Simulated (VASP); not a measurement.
Here is a VASP 6.6.1 calculation.

INCAR

```
ALGO = Normal
EDIFF = 1E-6
ENCUT = 400
GGA = PE
GGA_COMPAT = False
ISIF = 2
ISMEAR = -1
ISYM = -1
IVDW = 12
LASPH = True
LCHARG = False
LREAL = Auto
LWAVE = False
NBANDS = 70
NELM = 120
PREC = Accurate
SIGMA = 0.1896
```

KPOINTS

```
explicit points
1
Reciprocal
  0.25000000   0.25000000   0.25000000 1
```

Contents of POSCAR:

```
Hf2Se3S3
1.0
    7.3673110000     -0.0439010000     -0.0180960000
   -0.0439010000      7.5102110000     -0.0415870000
   -0.0180960000     -0.0415870000      7.3739650000
Hf Se S
4 6 6
Direct
    0.0780658909      0.6415025425      0.9596094973
    0.5471297191      0.6199035847      0.4575270956
    0.4571198978      0.9266533295      0.0743503358
    0.8578500108      0.2841888907      0.2047769710
    0.7278655072      0.0872782149      0.9530811569
    0.2356744213      0.4489238057      0.1896304307
    0.6256853617      0.0407266986      0.3915619485
    0.8315693661      0.7371235488      0.6686382206
    0.4828706131      0.3718520409      0.6660202805
    0.0106212458      0.2078601944      0.5737041719
    0.2085065748      0.7919839973      0.2388313985
    0.2675912679      0.7651710908      0.7575881499
    0.5754165876      0.5569757791      0.0891446719
    0.0178473901      0.5255093178      0.6154889971
    0.8143991732      0.6485888773      0.1945892384
    0.1811506963      0.2185699099      0.9922679006
```

Potentials or basis: VASP PAW PBE potentials, release 64 (Hf_pv, Se, S).

Launch:

```console
$ cat potpaw_PBE.64/Hf_pv/POTCAR potpaw_PBE.64/Se/POTCAR potpaw_PBE.64/S/POTCAR > POTCAR
$ mpirun -np 1 vasp_std > vasp.out
```

Task: Estimate the pressure.

Result: -2.7 GPa.

Task: Predict the largest force.

Result: 4.085 eV/Å.

Forces on the atoms (eV/Å):
```
Hf  -1.443 -0.695  0.421
Hf  -0.450  0.517 -0.058
Hf  -0.727 -0.275  0.360
Hf   0.940 -0.486  1.106
Se   0.505  0.477 -1.177
Se  -0.603 -1.210  0.238
Se  -0.813 -0.237 -0.898
Se  -1.760  0.925  0.572
Se   0.499  0.651 -1.274
Se  -0.800  0.994 -1.245
S    0.105  0.813  0.948
S    3.376  2.234 -0.544
S   -1.297  0.323  0.385
S    1.600 -2.543 -0.536
S    1.562 -0.611  0.753
S   -0.693 -0.876  0.950
```

Caveat: the atoms stand as in a frame of molecular dynamics.
